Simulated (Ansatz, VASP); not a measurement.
# NbN: VASP beside Ansatz

The input INCAR:

```
PREC = Accurate ; ENCUT = 600
EDIFF = 1E-7 ; ISMEAR = 0
SIGMA = 0.1 ; LREAL = False
LASPH = True ; NELM = 120
ALGO = Normal ; ISIF = 3
LWAVE = False ; LCHARG = False
GGA = PS ; IBRION = 2
NSW = 100 ; EDIFFG = -0.002
GGA_COMPAT = False ; NELMIN = 4
```

The input KPOINTS:

```
regular mesh
0
Gamma
  16 16 16
```

The input POSCAR:

```
NbN
1.0
    0.0000000000      2.1908825858      2.1908825858
    2.1908825858      0.0000000000      2.1908825858
    2.1908825858      2.1908825858      0.0000000000
Nb N
1 1
Direct
    0.5000000000      0.5000000000      0.5000000000
    0.0000000000      0.0000000000      0.0000000000
```

Input for Ansatz:

```yaml
crystal:
  lattice:
    - [0.0, 2.1908825858, 2.1908825858]
    - [2.1908825858, 0.0, 2.1908825858]
    - [2.1908825858, 2.1908825858, 0.0]
  atoms:
    - { symbol: Nb, position: [0.5, 0.5, 0.5] }
    - { symbol: "N", position: [0.0, 0.0, 0.0] }
basis:
  ecutwfc: 420
kpoints:
  mp_grid: { grid: [16, 16, 16] }
hamiltonian:
  xc: pbesol
  pseudopotentials: { kind: paw, azcp: { folder: soft_1 } }
scf:
  occupations: { method: gaussian, width: 0.1 }
output:
  forces: true
  stress: true
  eigenvalues: true
  write_density: true
  write_potential: true
  elf: true
  volumetric_format: npy
relax:
  adjacent_minimum: "off"
  f_tol: 0.002
  max_steps: 80
  cell: { stress_tol: 0.02 }
```

Alike in both runs: task relaxation of cell and atoms; functional PBEsol; k mesh 16 × 16 × 16; occupations gaussian, width 0.1 eV; no spin polarisation.

|  | VASP | Ansatz |
| --- | --- | --- |
| version | VASP 6.6.1 | Ansatz 0.2.0 |
| potentials or method | VASP PAW PBE potentials, release 64 (Nb_sv, N), cutoff 600 eV | scalar-relativistic, plane waves, PAW |
| valence electrons in the cell | 18 | 18 |

```tsv
	VASP	Ansatz	Ansatz less VASP
gap on the k mesh at the Fermi level, each at its own relaxed structure (eV)	none	none	-
relaxed volume (Å³/atom)	10.49	10.51	+0.020
relaxed cell length with the largest relative difference (Å)	3.095	3.097	+0.0020
```

VASP's potentials were made for PBE, not for PBEsol, and Ansatz warns of the same on its side. A gap of «none» marks a metal or a gap that the smearing closes.

Noted on VASP's run: too few bands were computed for a metal, which touches its energy and stress.
